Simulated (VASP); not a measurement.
Rh, 1 atom in the cell. It takes space group Pm-3m (No. 221, cubic). Conventional cell: a = 2.470 Å, b = 2.470 Å, c = 2.470 Å, α = 90.00°, β = 90.00°, γ = 90.00°. Rh (site symmetry m-3m) has 6 Rh at 2.47 Å within 3.3 Å. 

| Quantity | Value |
| --- | --- |
| Program | VASP 6.6.1 |
| Task | relaxation of cell and atoms |
| Functional | PBEsol |
| Dispersion | D3(BJ) |
| Potentials or basis | VASP PAW PBE potentials, release 64 (Rh_pv) |
| Cutoff | 600 eV |
| k mesh | 10 × 10 × 10 |
| Occupations | methfessel-paxton, width 0.1 eV |
| Spin | no spin polarisation |
| Dipole correction | no |
| Further INCAR settings | ALGO = Normal; EDIFF = 1e-06; IBRION = 2; EDIFFG = -0.01; NSW = 80; ISIF = 3 |

Potentials or basis: VASP PAW PBE potentials, release 64 (Rh_pv).

The run is started by

```bash
$ cat potpaw_PBE.64/Rh_pv/POTCAR > POTCAR
$ mpirun -np 1 vasp_std > vasp.out
```

Hardware: 1 thread of Intel(R) Xeon(R) Platinum 8488C (Sapphire Rapids) (shared host).

Estimate the wall time of this run.

Wall time 10 s on 1 thread of Intel(R) Xeon(R) Platinum 8488C (Sapphire Rapids), with other jobs on the host, peak memory 0.15 GiB. Counts: scf iterations 24, k points 56, ion steps 3.
